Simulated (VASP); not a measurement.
# K in VASP: a series of runs, part 3 of 3

VASP 6.6.1.

## Step 5: Electric field gradients, PBEsol (equal xy, yz and zx shear strains of -2 %)

Contents of INCAR:

```
SYSTEM = K
  PREC = Accurate
  ENCUT = 520
  EDIFF = 1E-8
  ISMEAR = -1
  SIGMA = 0.08
  LREAL = .False.
  LASPH = .True.
  NELM = 60
  ALGO = Normal
  ISIF = 2
  LWAVE = .False.
  LCHARG = .False.
  GGA = PS
  LEFG = .True.
  NBANDS = 10
```

Contents of KPOINTS:

```
regular mesh
0
Gamma
  10 10 10
  0 0 0
```

Contents of POSCAR:

```
K
1.0
   -2.6703600000      2.6180000000      2.6180000000
    2.6180000000     -2.6703600000      2.6180000000
    2.6180000000      2.6180000000     -2.6703600000
K
1
Direct
    0.0000000000      0.0000000000      0.0000000000
```

Potentials or basis: VASP PAW PBE potentials, release 64 (K_sv).

Started as:

```
> cat potpaw_PBE.64/K_sv/POTCAR > POTCAR
> mpirun -np 1 vasp_std > vasp.out
```

OUTCAR:

```text
SYSTEM = K
   PREC = Accurate
   ENCUT = 520
   EDIFF = 1E-8
   ISMEAR = -1
   LREAL = .False.
   LASPH = .True.
   NELM = 60
   ISIF = 2
   GGA = PS

 ion  position               nearest neighbor table
   1  0.000  0.000  0.000-

  LATTYP: Found a trigonal (rhomboedric) cell.
 ALAT       =     4.5649392690
 COS(alpha) =    -0.3420602552

  Lattice vectors:

 A1 = (  -2.6703600000,   2.6180000000,   2.6180000000)
 A2 = (   2.6180000000,  -2.6703600000,   2.6180000000)
 A3 = (   2.6180000000,   2.6180000000,  -2.6703600000)

Analysis of symmetry for initial positions (statically):
=====================================================================
 Subroutine PRICEL returns:
 Original cell was already a primitive cell.

 Routine SETGRP: Setting up the symmetry group for a
 trigonal (rhombohedral) supercell.

 Subroutine GETGRP returns: Found 12 space group operations
 (whereof 12 operations were pure point group operations)
 out of a pool of 12 trial point group operations.

The static configuration has the point symmetry D_3d.

Analysis of symmetry for dynamics (positions and initial velocities):
=====================================================================
 Subroutine PRICEL returns:
 Original cell was already a primitive cell.

 Routine SETGRP: Setting up the symmetry group for a
 trigonal (rhombohedral) supercell.

 Subroutine GETGRP returns: Found 12 space group operations
 (whereof 12 operations were pure point group operations)
 out of a pool of 12 trial point group operations.

The dynamic configuration has the point symmetry D_3d.

 Subroutine INISYM returns: Found 12 space group operations
 (whereof 12 operations are pure point group operations),
 and found     1 'primitive' translations

----------------------------------------------------------------------------------------

                                     Primitive cell

  volume of cell :      71.7526

  direct lattice vectors                    reciprocal lattice vectors
    -2.670360000  2.618000000  2.618000000     0.003859072  0.192953612  0.192953612
     2.618000000 -2.670360000  2.618000000     0.192953612  0.003859072  0.192953612
     2.618000000  2.618000000 -2.670360000     0.192953612  0.192953612  0.003859072

  length of vectors
     4.564939269  4.564939269  4.564939269     0.272904901  0.272904901  0.272904901

  position of ions in fractional coordinates (direct lattice)
     0.000000000  0.000000000  0.000000000

  ion indices of the primitive-cell ions
   primitive index   ion index
                 1           1

----------------------------------------------------------------------------------------

 KPOINTS: regular mesh

Automatic generation of k-mesh.
 Grid dimensions read from file:
 generate k-points for:   10   10   10

 Generating k-lattice:

  Cartesian coordinates                     Fractional coordinates (reciprocal lattice)
[... 65 lines left out ...]
   NFREE  =      0    steps in history (QN), initial steepest desc. (CG)
   ISIF   =      2    stress and relaxation
   ISYM   =      2    0-nonsym 1-usesym 2-fastsym
   POTIM  = 0.5000    time-step for ionic-motion
   TEBEG  =    0.0;   TEEND  =   0.0 temperature during run
   PSTRESS=    0.0 pullay stress
   NELECT =       9.0000    total number of electrons
   NUPDOWN=      -1.0000    fix difference up-down
   EMIN   =  10.00;   EMAX   =-10.00  energy-range for DOS
   EFERMI =   0.00;   METHOD = LEGACY
   ISMEAR =    -1;   SIGMA  =   0.08  broadening in eV -4-tet -1-fermi 0-gaus
   EFERMI_NEDOS =   21; number of points for ismear=-14 and -15
   IALGO  =     38    algorithm
   IMIX   =      4    mixing-type and parameters
     AMIX     =   0.40;   BMIX     =  1.00
     AMIX_MAG =   1.60;   BMIX_MAG =  1.00
  volume/ion in A,a.u.               =      71.75       484.21
  Fermi-wavevector in a.u.,A,eV,Ry     =   0.819489  1.548610  9.137157  0.671562
  Thomas-Fermi vector in A             =   1.930303
   LORBIT       =      0    0 simple, 1 ext, 2 COOP (PROOUT), +10 PAW based schemes
   GGA     = PS    functional components
   LHFCALC =     F    Hartree Fock is set to
   AEXX    =    0.0000 exact exchange contribution
   IVDW    =     0    specifies the selected vdW correction
   LEPSILON=     F    determine dielectric tensor
   LRPA    =     F    only Hartree local field effects (RPA)
 non-spin polarized calculation
  energy-cutoff  :      520.00
  volume of cell :       71.75
 maximum number of plane-waves:      1955
 NGX is ok and might be reduce to    36
   NGX = 17   NGY = 17   NGZ = 17

 number of electron       9.0000000 magnetization

 Free energy of the ion-electron system (eV)
  ---------------------------------------------------
  ext. energy  EPLUGINS =         0.00000000
  ---------------------------------------------------
  free energy    TOTEN  =        -1.13927924 eV

  energy without entropy =       -1.12124925  energy(sigma->0) =       -1.13026425

 E-fermi :  -0.1151     XC(G=0):  -5.7582

 val. band max:       -0.1263400630   @ k =   0.5000   0.2000  -0.0000
 cond. band min:      -0.1018573908   @ k =  -0.3000  -0.3000   0.2000
 fundamental gap:      0.0244826722
 Fermi energy:        -0.1151111667

 k-point     1 :       0.0000    0.0000    0.0000
  band No.  band energies     occupation
      1     -32.0924      2.00000
      2     -15.6007      2.00000
      3     -15.6007      2.00000
      4     -15.5994      2.00000
      5      -2.3074      2.00000
      6       4.1156      0.00000
      7       4.2386      0.00000
      8       4.2386      0.00000
      9       5.1564      0.00000
     10       5.1564      0.00000
[... 287 lines left out ...]
 k-point    24 :       0.4000    0.3000    0.0000
  band No.  band energies     occupation
      1     -32.0870      2.00000
      2     -15.6574      2.00000
      3     -15.6458      2.00000
      4     -15.6099      2.00000
      5       0.6312      0.00018
      6       1.3583      0.00000
      7       1.7941      0.00000
      8       4.5071      0.00000
      9       5.1152      0.00000
     10       5.4726      0.00000

 [... further k-points ...]
[... 5 lines left out ...]
  --------------------------------------------------------------------------------------
  -------------------------------------------------------------------------------------
  Total       -0.0184464     -0.0184464     -0.0184464      0.0241119      0.0241119      0.0241119
  in kB       -0.4118924     -0.4118924     -0.4118924      0.5383982      0.5383982      0.5383982
  external PRESSURE =      -0.4118924 kB  Pullay stress =       0.0000000 kB

 VOLUME and BASIS-vectors are now :
 -----------------------------------------------------------------------------
  energy-cutoff  :      520.00
  volume of cell :       71.75
      direct lattice vectors                 reciprocal lattice vectors
    -2.670360000  2.618000000  2.618000000     0.003859072  0.192953612  0.192953612
     2.618000000 -2.670360000  2.618000000     0.192953612  0.003859072  0.192953612
     2.618000000  2.618000000 -2.670360000     0.192953612  0.192953612  0.003859072

 POSITION                                       TOTAL-FORCE (eV/Angst)
 -----------------------------------------------------------------------------------
      0.00000      0.00000      0.00000        -0.000000      0.000000     -0.000000
 -----------------------------------------------------------------------------------
    total drift:                               -0.000000      0.000000      0.000000

  FREE ENERGIE OF THE ION-ELECTRON SYSTEM (eV)
  ---------------------------------------------------
  free  energy   TOTEN  =        -1.1392792423 eV

  energy  without entropy=       -1.1212492481  energy(sigma->0) =       -1.13026425

 Electric field gradients (V/A^2)
---------------------------------------------------------------------
 ion       V_xx      V_yy      V_zz      V_xy      V_xz      V_yz
---------------------------------------------------------------------
   1       0.000    -0.000     0.000     0.410     0.410     0.410
---------------------------------------------------------------------

 Electric field gradients after diagonalization (V/A^2)
 (convention: |V_zz| > |V_xx| > |V_yy|)
----------------------------------------------------------------------
 ion       V_xx      V_yy      V_zz     asymmetry (V_yy - V_xx)/ V_zz
----------------------------------------------------------------------
   1      -0.410    -0.410     0.820       0.000
----------------------------------------------------------------------

           NMR quadrupolar parameters

 Cq : quadrupolar parameter    Cq=e*Q*V_zz/h
 eta: asymmetry parameters     (V_yy - V_xx)/ V_zz
 Q  : nuclear electric quadrupole moment in mb (millibarn)
----------------------------------------------------------------------
 ion       Cq(MHz)       eta       Q (mb)
----------------------------------------------------------------------
   1       0.002       0.000       1.000
----------------------------------------------------------------------
```

Run time: 2.2 min. Hardware: 1 thread of AMD EPYC 7R13, shared host; peak memory 0.24 GiB.

Results:

```
Free energy                             : -1.1393 eV
Pressure                                : 0.0 GPa
Band gap on the k mesh                  : zero (an odd number of electrons rules out a gap without spin polarisation)
Largest electric field gradient by atom : K +0.8 V/Å²
```

Electric field gradients, principal values (V/Å²):
| atom | least | middle | greatest (by size) |
| --- | --- | --- | --- |
| 1 K | -0.410 | -0.410 | 0.820 |

Caveat: the cell differs from its parent crystal (equal xy, yz and zx shear strains of -2 %); without QUAD_EFG the Cq values of the log hold for a quadrupole moment of 1 mb, not for the nuclei; the PAW data sets were made with another functional, which shifts forces and pressure a little.

## Step 6: Overview

| cell | gap on the mesh (eV) | pressure (GPa) |
| --- | --- | --- |
| a = 4.474 Å, angles 110.0, 110.0, 108.4°, 1 atom | none | 0.1 |
| a = 4.504 Å, angles 109.7, 109.7, 108.9°, 1 atom | none | 0.0 |
| a = 4.565 Å, angles 109.2, 109.2, 110.0°, 1 atom | none | -0.1 |
| a = 4.565 Å, angles 110.0°, 1 atom | none | 0.0 |

Alike in all rows: task electric field gradients; level PBEsol; potentials or basis VASP PAW PBE potentials, release 64 (K_sv); no spin polarisation; k mesh 10 × 10 × 10; cutoff (eV) 520; smearing fermi-dirac 0.08 eV.

Caveats: the PAW data sets were made with another functional, which shifts forces and pressure a little.

Total energies depend on the potentials used, so only differences within one code and one set of settings carry meaning.

The gap in the log of VASP goes by the Fermi energy; the results here count the filled bands.